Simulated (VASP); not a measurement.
# Nd in VASP: single point with PBE

Aim: the single point of Nd with PBE.

All numbers are computed with VASP 6.6.1; they aren't measurements. Logs are shortened: lines on timing, memory, paths and dates and some standing lists are left out, and cuts for length are marked.

## (1) The cell of the first run

The cell holds a cluster in a box, 1 atom: a = 9.300 Å, b = 9.858 Å, c = 8.835 Å, α = 90.00°, β = 90.00°, γ = 90.00°.

## (2) Single point, PBE

INCAR reads:

```
SYSTEM = Nd
  PREC = Accurate
  ENCUT = 520
  EDIFF = 1E-6
  ISMEAR = -1
  SIGMA = 0.1
  LREAL = .FALSE.
  LASPH = .TRUE.
  NELM = 200
  ALGO = Normal
  ISIF = 2
  LWAVE = .FALSE.
  LCHARG = .FALSE.
  GGA = PE
  NBANDS = 13
  GGA_COMPAT = .FALSE.
  LMAXMIX = 6
```

KPOINTS reads:

```
Automatic mesh
0
G
  1 1 1
  0 0 0
```

POSCAR reads:

```
Nd
1.0
    9.3000000000      0.0000000000      0.0000000000
    0.0000000000      9.8580000000      0.0000000000
    0.0000000000      0.0000000000      8.8350000000
Nd
1
Direct
    0.5100000000      0.5200000000      0.4900000000
```

Potentials or basis: VASP PAW PBE potentials, release 64 (Nd).

On the command line:

```console
> cat potpaw_PBE.64/Nd/POTCAR > POTCAR
> mpirun -np 1 vasp_gam > vasp.out
```

OUTCAR:

```text
SYSTEM = Nd
   PREC = Accurate
   ENCUT = 520
   EDIFF = 1E-6
   ISMEAR = -1
   LREAL = .FALSE.
   LASPH = .TRUE.
   NELM = 200
   ISIF = 2
   GGA = PE

 ion  position               nearest neighbor table
   1  0.510  0.520  0.490-

  LATTYP: Found a simple orthorhombic cell.
 ALAT       =     8.8350000000
 B/A-ratio  =     1.0526315789
 C/A-ratio  =     1.1157894737

  Lattice vectors:

 A1 = (   0.0000000000,   0.0000000000,   8.8350000000)
 A2 = (   9.3000000000,   0.0000000000,   0.0000000000)
 A3 = (   0.0000000000,   9.8580000000,   0.0000000000)

Analysis of symmetry for initial positions (statically):
=====================================================================
 Subroutine PRICEL returns:
 Original cell was already a primitive cell.

 Routine SETGRP: Setting up the symmetry group for a
 simple orthorhombic supercell.

 Subroutine GETGRP returns: Found  8 space group operations
 (whereof  1 operations were pure point group operations)
 out of a pool of  8 trial point group operations.

The static configuration has the point symmetry C_1 .
 The point group associated with its full space group is D_2h.

Analysis of symmetry for dynamics (positions and initial velocities):
=====================================================================
 Subroutine PRICEL returns:
 Original cell was already a primitive cell.

 Routine SETGRP: Setting up the symmetry group for a
 simple orthorhombic supercell.

 Subroutine GETGRP returns: Found  8 space group operations
 (whereof  1 operations were pure point group operations)
 out of a pool of  8 trial point group operations.

The dynamic configuration has the point symmetry C_1 .
 The point group associated with its full space group is D_2h.

 Subroutine INISYM returns: Found  8 space group operations
 (whereof  1 operations are pure point group operations),
 and found     1 'primitive' translations

----------------------------------------------------------------------------------------

                                     Primitive cell

  volume of cell :     809.9875

  direct lattice vectors                    reciprocal lattice vectors
     9.300000000  0.000000000  0.000000000     0.107526882  0.000000000  0.000000000
     0.000000000  9.858000000  0.000000000     0.000000000  0.101440454  0.000000000
     0.000000000  0.000000000  8.835000000     0.000000000  0.000000000  0.113186191

  length of vectors
     9.300000000  9.858000000  8.835000000     0.107526882  0.101440454  0.113186191

  position of ions in fractional coordinates (direct lattice)
     0.510000000  0.520000000  0.490000000

  ion indices of the primitive-cell ions
   primitive index   ion index
                 1           1

----------------------------------------------------------------------------------------

 KPOINTS: Automatic mesh

Automatic generation of k-mesh.
 Grid dimensions read from file:
 generate k-points for:    1    1    1

 Generating k-lattice:

  Cartesian coordinates                     Fractional coordinates (reciprocal lattice)
     0.107526882  0.000000000  0.000000000     1.000000000  0.000000000  0.000000000
     0.000000000  0.101440454  0.000000000     0.000000000  1.000000000  0.000000000
     0.000000000  0.000000000  0.113186191     0.000000000  0.000000000  1.000000000

  Length of vectors
     0.107526882  0.101440454  0.113186191

  Shift w.r.t. Gamma in fractional coordinates (k-lattice)
     0.000000000  0.000000000  0.000000000

 Subroutine IBZKPT returns following result:
 ===========================================

 Found      1 irreducible k-points:

 Following reciprocal coordinates:
            Coordinates               Weight
  0.000000  0.000000  0.000000      1.000000
   k-points           NKPTS =      1   k-points in BZ     NKDIM =      1   number of bands    NBANDS=     13
   number of dos      NEDOS =    301   number of ions     NIONS =      1
   total plane-waves  NPLWV = 392000
   dimension x,y,z NGX =    70 NGY =   80 NGZ =   70
   dimension x,y,z NGXF=   140 NGYF=  160 NGZF=  140
   ions per type =               1
   NGX,Y,Z   is equivalent  to a cutoff of  12.51, 13.49, 13.17 a.u.
   NGXF,Y,Z  is equivalent  to a cutoff of  25.03, 26.98, 26.34 a.u.
 SYSTEM =  Nd
   PREC   = accura    normal or accurate (medium, high low for compatibility)
   ISTART =      0    job   : 0-new  1-cont  2-samecut
   ICHARG =      2    charge: 1-file 2-atom 10-const
   ISPIN  =      1    spin polarized calculation?
   LNONCOLLINEAR =      F non collinear calculations
   LSORBIT =      F    spin-orbit coupling
   LASPH  =      T    aspherical Exc in radial PAW
   ENCUT  =  520.0 eV  38.22 Ry    6.18 a.u.  17.29 18.33 16.43*2*pi/ulx,y,z
   NELM   =    200;   NELMIN=  2; NELMDL= -5     # of ELM steps
   EDIFF  = 0.1E-05   stopping-criterion for ELM
   LREAL  =      F    real-space projection
   EDIFFG = 0.1E-04   stopping-criterion for IOM
   NSW    =      0    number of steps for IOM
   IBRION =     -1    ionic relax: 0-MD 1-quasi-New 2-CG
   NFREE  =      0    steps in history (QN), initial steepest desc. (CG)
   ISIF   =      2    stress and relaxation
   ISYM   =      2    0-nonsym 1-usesym 2-fastsym
   POTIM  = 0.5000    time-step for ionic-motion
   TEBEG  =    0.0;   TEEND  =   0.0 temperature during run
   PSTRESS=    0.0 pullay stress
   NELECT =      14.0000    total number of electrons
   NUPDOWN=      -1.0000    fix difference up-down
   EMIN   =  10.00;   EMAX   =-10.00  energy-range for DOS
   EFERMI =   0.00;   METHOD = LEGACY
   ISMEAR =    -1;   SIGMA  =   0.10  broadening in eV -4-tet -1-fermi 0-gaus
   EFERMI_NEDOS =   21; number of points for ismear=-14 and -15
   IALGO  =     38    algorithm
   IMIX   =      4    mixing-type and parameters
     AMIX     =   0.40;   BMIX     =  1.00
     AMIX_MAG =   1.60;   BMIX_MAG =  1.00
  volume/ion in A,a.u.               =     809.99      5466.07
  Fermi-wavevector in a.u.,A,eV,Ry     =   0.423277  0.799878  2.437667  0.179163
  Thomas-Fermi vector in A             =   1.387287
   LORBIT       =      0    0 simple, 1 ext, 2 COOP (PROOUT), +10 PAW based schemes
   GGA     = PE    functional components
[... 5 lines left out ...]
 non-spin polarized calculation
  energy-cutoff  :      520.00
  volume of cell :      809.99
 maximum number of plane-waves:     10918
 NGX is ok and might be reduce to    70
   NGX = 35   NGY = 37   NGZ = 33

 number of electron      14.0000000 magnetization

 Free energy of the ion-electron system (eV)
  ---------------------------------------------------
  ext. energy  EPLUGINS =         0.00000000
  ---------------------------------------------------
  free energy    TOTEN  =        -1.38722013 eV

  energy without entropy =       -0.51459659  energy(sigma->0) =       -0.95090836

 E-fermi :  -2.0048     XC(G=0):  -1.8872

 val. band max:       -3.2024221978   @ k =   0.0000   0.0000   0.0000
 cond. band min:      -1.9122251959   @ k =   0.0000   0.0000   0.0000
 fundamental gap:      1.2901970019
 Fermi energy:        -2.0048366510

 k-point     1 :       0.0000    0.0000    0.0000
  band No.  band energies     occupation
      1     -40.5367      2.00000
      2     -22.1077      2.00000
      3     -22.0990      2.00000
      4     -22.0718      2.00000
      5      -3.2024      1.99999
      6      -1.9122      0.56743
      7      -1.9121      0.56678
      8      -1.9109      0.56201
      9      -1.9083      0.55147
     10      -1.9082      0.55133
     11      -1.9082      0.55109
     12      -1.9013      0.52395
     13      -1.7348      0.12595

------------------------ aborting loop because EDIFF is reached ----------------------------------------

  FORCE on cell =-STRESS in cart. coord.  units (eV):
  Direction    XX          YY          ZZ          XY          YZ          ZX
  --------------------------------------------------------------------------------------
  -------------------------------------------------------------------------------------
  Total       -0.3199778     -0.2676159     -0.5240675      0.0000000      0.0000000      0.0000000
  in kB       -0.6329248     -0.5293515     -1.0366198      0.0000000      0.0000000      0.0000000
  external PRESSURE =      -0.7329654 kB  Pullay stress =       0.0000000 kB

 VOLUME and BASIS-vectors are now :
 -----------------------------------------------------------------------------
  energy-cutoff  :      520.00
  volume of cell :      809.99
      direct lattice vectors                 reciprocal lattice vectors
     9.300000000  0.000000000  0.000000000     0.107526882  0.000000000  0.000000000
     0.000000000  9.858000000  0.000000000     0.000000000  0.101440454  0.000000000
     0.000000000  0.000000000  8.835000000     0.000000000  0.000000000  0.113186191

 POSITION                                       TOTAL-FORCE (eV/Angst)
 -----------------------------------------------------------------------------------
      4.74300      5.12616      4.32915         0.000000      0.000000      0.000000
 -----------------------------------------------------------------------------------
    total drift:                               -0.000006     -0.000004     -0.000002

  FREE ENERGIE OF THE ION-ELECTRON SYSTEM (eV)
  ---------------------------------------------------
  free  energy   TOTEN  =        -1.3872201326 eV

  energy  without entropy=       -0.5145965878  energy(sigma->0) =       -0.95090836
```

Run time: 7.6 min. Hardware: 1 thread of Intel Xeon 6975P-C (Granite Rapids), shared host; peak memory 0.73 GiB.

What came out:

```
Free energy                     : -1.3872 eV
Gap between the frontier levels : zero (filled and empty bands touch)
```

Caveat: spin-orbit coupling is left out, which moves the levels of the heavy elements. Spin polarisation is off, so any magnetic state and its effect on volume and gap are missing.
